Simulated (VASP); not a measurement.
# BaTiO3 in VASP: single point with PBEsol+D3(BJ)

Aim: the single point of BaTiO3 with PBEsol+D3(BJ).

Everything below comes from runs of VASP 6.6.1. Logs are shortened: lines on timing, memory, paths and dates and some standing lists are left out, and cuts for length are marked.

### 1 The cell of the first run

The typed cell holds 10 atoms: a = 5.588 Å, b = 5.587 Å, c = 5.592 Å, α = 89.97°, β = 119.98°, γ = 120.01°.

### 2 Single point, PBEsol+D3(BJ)

INCAR reads:

```
SYSTEM = BaTiO3
  ALGO = Normal
  EDIFF = 1E-6
  ENCUT = 600
  GGA = PS
  GGA_COMPAT = .False.
  ISIF = 2
  ISMEAR = -1
  IVDW = 12
  KPAR = 4
  LASPH = .True.
  LCHARG = .True.
  LREAL = .False.
  LVHAR = .True.
  LWAVE = .False.
  NBANDS = 51
  NELM = 120
  PREC = Accurate
  SIGMA = 0.05
```

KPOINTS reads:

```
k-points
0
Gamma
  7 7 6
  0 0 0
```

POSCAR reads:

```
BaTiO3
1.0
    3.9517069128     -2.7929634365     -2.7937109920
   -3.9505125187     -2.7932335215      2.7929476202
   -3.9564578136      2.7912284190     -2.7981979308
Ba Ti O
2 2 6
Direct
    0.9965506060      0.4977815971      0.4945106355
    0.9965471554      0.9977765908     -0.0054909837
    0.4880619614      0.2433473345      0.7318917494
    0.4880611219      0.7433452528      0.2318904483
    0.5051380452      0.5041644373      0.0091470553
    0.5051301837      0.0041558769      0.5091502342
    0.5051953480      0.5005811768      0.5090914582
    0.5051898833      1.0005749948      1.0090917485
    0.0088448566      0.0041350699      0.5091386996
    0.0088408385      0.5041376692      0.0091389547
```

Potentials or basis: VASP PAW PBE potentials, release 64 (Ba_sv, Ti_sv, O).

On the command line:

```sh
$ cat potpaw_PBE.64/Ba_sv/POTCAR potpaw_PBE.64/Ti_sv/POTCAR potpaw_PBE.64/O/POTCAR > POTCAR
$ mpirun -np 4 vasp_std > vasp.out
```

OUTCAR:

```text
SYSTEM = BaTiO3
   EDIFF = 1E-6
   ENCUT = 600
   GGA = PS
   ISIF = 2
   ISMEAR = -1
   IVDW = 12
   LASPH = .True.
   LREAL = .False.
   NELM = 120
   PREC = Accurate
 IVDW          = 12

 ion  position               nearest neighbor table
   1  0.997  0.498  0.495-   8 2.75  10 2.75   5 2.75   9 2.79   6 2.79   7 2.79   6 2.79   7 2.79
                             9 2.80   5 2.84  10 2.84   8 2.85   4 3.37   3 3.40   3 3.40   3 3.40
   2  0.997  0.998  0.995-   7 2.75   9 2.75   6 2.75  10 2.79   5 2.79   8 2.79   8 2.79   5 2.79
                            10 2.80   6 2.84   9 2.84   7 2.85   3 3.37   4 3.40   4 3.40   4 3.40
   3  0.488  0.243  0.732-   6 1.90   9 1.90   7 1.90   8 2.06  10 2.06   5 2.06   2 3.37   1 3.40
                             1 3.40   1 3.40   2 3.44   2 3.44   2 3.44   1 3.48
   4  0.488  0.743  0.232-   5 1.90  10 1.90   8 1.90   7 2.06   9 2.06   6 2.06   1 3.37   2 3.40
                             2 3.40   2 3.40   1 3.44   1 3.44   1 3.44   2 3.48
   5  0.505  0.504  0.009-   4 1.90   3 2.06   1 2.75   2 2.79   2 2.79   1 2.84
   6  0.505  0.004  0.509-   3 1.90   4 2.06   2 2.75   1 2.79   1 2.79   2 2.84
   7  0.505  0.501  0.509-   3 1.90   4 2.06   2 2.75   1 2.79   1 2.79   2 2.85
   8  0.505  0.001  0.009-   4 1.90   3 2.06   1 2.75   2 2.79   2 2.79   1 2.85
   9  0.009  0.004  0.509-   3 1.90   4 2.06   2 2.75   1 2.79   1 2.80   2 2.84
  10  0.009  0.504  0.009-   4 1.90   3 2.06   1 2.75   2 2.79   2 2.80   1 2.84

  LATTYP: Found a triclinic cell.
 ALAT       =     9.6751362619
 B/A-ratio  =     0.5773765854
 C/A-ratio  =     0.8172466119
 COS(alpha) =     0.0000398658
 COS(beta)  =     0.4082204005
 COS(gamma) =     0.8659520664

  Lattice vectors:

 A1 = (   3.9493181246,   8.3794304795,  -2.7921842484)
 A2 = (  -0.0011943941,   5.5861969580,   0.0007633718)
 A3 = (   7.9069703323,   0.0020051025,   0.0052503106)

Analysis of symmetry for initial positions (statically):
=====================================================================
 Subroutine PRICEL returns:
 Original cell was already a primitive cell.

 Routine SETGRP: Setting up the symmetry group for a
 triclinic supercell.

 Subroutine GETGRP returns: Found  1 space group operations
 (whereof  1 operations were pure point group operations)
 out of a pool of  2 trial point group operations.

The static configuration has the point symmetry C_1 .

Analysis of symmetry for dynamics (positions and initial velocities):
=====================================================================
 Subroutine PRICEL returns:
 Original cell was already a primitive cell.

 Routine SETGRP: Setting up the symmetry group for a
 triclinic supercell.

 Subroutine GETGRP returns: Found  1 space group operations
 (whereof  1 operations were pure point group operations)
 out of a pool of  2 trial point group operations.

The dynamic configuration has the point symmetry C_1 .

 Subroutine INISYM returns: Found  1 space group operations
 (whereof  1 operations are pure point group operations),
 and found     1 'primitive' translations

----------------------------------------------------------------------------------------

                                     Primitive cell

  volume of cell :     123.4969

  direct lattice vectors                    reciprocal lattice vectors
     3.951706913 -2.792963437 -2.793710992     0.000164097 -0.178988199 -0.178774412
    -3.950512519 -2.793233521  2.792947620    -0.126425397 -0.179039718  0.000162963
    -3.956457814  2.791228419 -2.798197931    -0.126352017 -0.000002593 -0.178722458

  length of vectors
     5.587616074  5.586524776  5.592354261     0.252976467  0.219177161  0.218875648

  position of ions in fractional coordinates (direct lattice)
     0.996550606  0.497781597  0.494510635
     0.996547155  0.997776591  0.994509016
     0.488061961  0.243347335  0.731891749
     0.488061122  0.743345253  0.231890448
     0.505138045  0.504164437  0.009147055
     0.505130184  0.004155877  0.509150234
     0.505195348  0.500581177  0.509091458
     0.505189883  0.000574995  0.009091748
     0.008844857  0.004135070  0.509138700
     0.008840838  0.504137669  0.009138955

  ion indices of the primitive-cell ions
   primitive index   ion index
                 1           1
                 2           2
                 3           3
                 4           4
                 5           5
                 6           6
                 7           7
                 8           8
                 9           9
                10          10

----------------------------------------------------------------------------------------

 KPOINTS: k-points

Automatic generation of k-mesh.
 Grid dimensions read from file:
 generate k-points for:    7    7    6

 Generating k-lattice:

  Cartesian coordinates                     Fractional coordinates (reciprocal lattice)
     0.000023442 -0.025569743 -0.025539202     0.142857143  0.000000000 -0.000000000
    -0.018060771 -0.025577103  0.000023280    -0.000000000  0.142857143  0.000000000
    -0.021058669 -0.000000432 -0.029787076    -0.000000000  0.000000000  0.166666667

  Length of vectors
     0.036139495  0.031311023  0.036479275

  Shift w.r.t. Gamma in fractional coordinates (k-lattice)
     0.000000000  0.000000000  0.000000000

 Subroutine IBZKPT returns following result:
 ===========================================

 Found    148 irreducible k-points:

 Following reciprocal coordinates:
            Coordinates               Weight
  0.000000  0.000000  0.000000      1.000000
  0.142857  0.000000  0.000000      2.000000
  0.285714  0.000000 -0.000000      2.000000
  0.428571  0.000000  0.000000      2.000000
 -0.000000  0.142857 -0.000000      2.000000
  0.142857  0.142857 -0.000000      2.000000
[... 16 lines left out ...]
 -0.428571  0.428571 -0.000000      2.000000
 -0.285714  0.428571  0.000000      2.000000
 [... further k-points ...]
   k-points           NKPTS =    148   k-points in BZ     NKDIM =    148   number of bands    NBANDS=     51
   number of dos      NEDOS =    301   number of ions     NIONS =     10
   total plane-waves  NPLWV = 110592
   dimension x,y,z NGX =    48 NGY =   48 NGZ =   48
   dimension x,y,z NGXF=    96 NGYF=   96 NGZF=   96
   ions per type =               2   2   6
   NGX,Y,Z   is equivalent  to a cutoff of  14.28, 14.28, 14.27 a.u.
   NGXF,Y,Z  is equivalent  to a cutoff of  28.56, 28.57, 28.54 a.u.
 SYSTEM =  BaTiO3
   PREC   = accura    normal or accurate (medium, high low for compatibility)
   ISTART =      0    job   : 0-new  1-cont  2-samecut
   ICHARG =      2    charge: 1-file 2-atom 10-const
   ISPIN  =      1    spin polarized calculation?
   LNONCOLLINEAR =      F non collinear calculations
   LSORBIT =      F    spin-orbit coupling
   LASPH  =      T    aspherical Exc in radial PAW
   ENCUT  =  600.0 eV  44.10 Ry    6.64 a.u.  11.16 11.16 11.17*2*pi/ulx,y,z
   NELM   =    120;   NELMIN=  2; NELMDL= -5     # of ELM steps
   EDIFF  = 0.1E-05   stopping-criterion for ELM
   LREAL  =      F    real-space projection
   EDIFFG = 0.1E-04   stopping-criterion for IOM
   NSW    =      0    number of steps for IOM
   IBRION =     -1    ionic relax: 0-MD 1-quasi-New 2-CG
   NFREE  =      0    steps in history (QN), initial steepest desc. (CG)
   ISIF   =      2    stress and relaxation
   ISYM   =      2    0-nonsym 1-usesym 2-fastsym
   POTIM  = 0.5000    time-step for ionic-motion
   TEBEG  =    0.0;   TEEND  =   0.0 temperature during run
   PSTRESS=    0.0 pullay stress
   NELECT =      80.0000    total number of electrons
   NUPDOWN=      -1.0000    fix difference up-down
   EMIN   =  10.00;   EMAX   =-10.00  energy-range for DOS
   EFERMI =   0.00;   METHOD = LEGACY
   ISMEAR =    -1;   SIGMA  =   0.05  broadening in eV -4-tet -1-fermi 0-gaus
   EFERMI_NEDOS =   21; number of points for ismear=-14 and -15
   IALGO  =     38    algorithm
   IMIX   =      4    mixing-type and parameters
     AMIX     =   0.40;   BMIX     =  1.00
     AMIX_MAG =   1.60;   BMIX_MAG =  1.00
  volume/ion in A,a.u.               =      12.35        83.34
  Fermi-wavevector in a.u.,A,eV,Ry     =   1.416509  2.676814 27.300070  2.006499
  Thomas-Fermi vector in A             =   2.537836
   LORBIT       =      0    0 simple, 1 ext, 2 COOP (PROOUT), +10 PAW based schemes
   GGA     = PS    functional components
   LHFCALC =     F    Hartree Fock is set to
   AEXX    =    0.0000 exact exchange contribution
   IVDW    =    12    specifies the selected vdW correction
   LEPSILON=     F    determine dielectric tensor
   LRPA    =     F    only Hartree local field effects (RPA)
 non-spin polarized calculation
  energy-cutoff  :      600.00
  volume of cell :      123.50
 maximum number of plane-waves:      4145
 NGX is ok and might be reduce to    48
   NGX = 23   NGY = 23   NGZ = 23

 number of electron      80.0000003 magnetization

 Free energy of the ion-electron system (eV)
  ---------------------------------------------------
  ext. energy  EPLUGINS =         0.00000000
  ---------------------------------------------------
  free energy    TOTEN  =       -83.94026898 eV

  energy without entropy =      -83.94026898  energy(sigma->0) =      -83.94026898

 E-fermi :   5.0204     XC(G=0): -11.7105

 val. band max:        3.9598055197   @ k =   0.0000   0.0000   0.0000
 cond. band min:       6.0236812762   @ k =   0.0000   0.0000   0.0000
 fundamental gap:      2.0638757565
 Fermi energy:         5.0203511418

 k-point     1 :       0.0000    0.0000    0.0000
  band No.  band energies     occupation
      1     -52.1021      2.00000
      2     -52.0982      2.00000
      3     -28.5284      2.00000
      4     -28.5276      2.00000
      5     -28.5233      2.00000
      6     -28.4708      2.00000
[... 43 lines left out ...]
     50       8.9351      0.00000
     51      10.7201      0.00000
[... 1240 lines left out ...]
     50      10.6732      0.00000
     51      10.7410      0.00000

 [... further k-points ...]

------------------------ aborting loop because EDIFF is reached ----------------------------------------

 Edisp (eV)   -2.74760

 E8    (eV) :    -1.9030

  FORCE on cell =-STRESS in cart. coord.  units (eV):
  Direction    XX          YY          ZZ          XY          YZ          ZX
  --------------------------------------------------------------------------------------
  -------------------------------------------------------------------------------------
  Total       1.51857     1.53463     1.52861    -0.00057    -0.00642    -0.00596
  in kB      19.70102    19.90936    19.83130    -0.00744    -0.08324    -0.07733
  external pressure =       19.81 kB  Pullay stress =        0.00 kB

 VOLUME and BASIS-vectors are now :
 -----------------------------------------------------------------------------
  energy-cutoff  :      600.00
  volume of cell :      123.50
      direct lattice vectors                 reciprocal lattice vectors
     3.951706913 -2.792963437 -2.793710992     0.000164097 -0.178988199 -0.178774412
    -3.950512519 -2.793233521  2.792947620    -0.126425397 -0.179039718  0.000162963
    -3.956457814  2.791228419 -2.798197931    -0.126352017 -0.000002593 -0.178722458

 POSITION                                       TOTAL-FORCE (eV/Angst)
 -----------------------------------------------------------------------------------
      0.01507     -2.79346     -2.77754        -0.017319     -0.000489     -0.023518
     -3.93840     -2.79444     -2.78016        -0.017470     -0.000737     -0.023518
     -1.92837      0.00001     -2.73183        -0.020830     -0.001077     -0.028230
     -1.92538     -2.79221      0.06375        -0.021082     -0.001022     -0.028294
     -0.03174     -2.79355     -0.02870         0.021600      0.000580      0.011325
     -0.03472     -0.00126     -2.82428         0.021694      0.000124      0.011321
     -1.99537     -1.38824     -1.43781         0.008388     -0.008328      0.019811
      1.95812     -1.38721     -1.43519         0.008166     -0.008597      0.019806
     -1.99577      1.38487     -1.43783         0.008260      0.009812      0.020796
     -1.99282     -1.40736      1.35776         0.008593      0.009735      0.020500
 -----------------------------------------------------------------------------------
    total drift:                               -0.000278      0.000035     -0.000270

  FREE ENERGIE OF THE ION-ELECTRON SYSTEM (eV)
  ---------------------------------------------------
  free  energy   TOTEN  =       -86.6878640414 eV

  energy  without entropy=      -86.6878640413  energy(sigma->0) =      -86.68786404
```

Wall time 8.6 min (4 MPI ranks of Intel Xeon Platinum 8259CL at 2.50GHz (Skylake/Cascade Lake), shared host); peak memory 1 GiB.

What came out:

| Quantity | Value |
| --- | --- |
| Free energy | -86.6879 eV |
| Pressure | 2.0 GPa |
| Largest force | 0.035 eV/Å |
| Band gap on the k mesh | 2.06 eV |
| Dispersion energy per atom | -0.275 eV |

Forces on the atoms (eV/Å):
```
Ba  -0.017  0.000 -0.024
Ba  -0.017 -0.001 -0.024
Ti  -0.021 -0.001 -0.028
Ti  -0.021 -0.001 -0.028
O    0.022  0.001  0.011
O    0.022  0.000  0.011
O    0.008 -0.008  0.020
O    0.008 -0.009  0.020
O    0.008  0.010  0.021
O    0.009  0.010  0.021
```

Levels at points of the mesh, in eV from the valence-band top:
| k point | band 38 | band 39 | band 40 | band 41 | band 42 | band 43 |
| --- | --- | --- | --- | --- | --- | --- |
| (0.00, 0.00, 0.00) | -0.01 | -0.01 | 0.00 | 2.06 | 2.07 | 2.16 |
| (0.00, 0.00, 0.50) | -0.76 | -0.62 | -0.62 | 3.46 | 3.46 | 3.46 |

Caveat: the PAW data sets were made with another functional, which shifts forces and pressure a little; spin-orbit coupling is left out, which moves the levels of the heavy elements; an odd mesh through Γ misses points on the zone boundary, where band edges can lie.
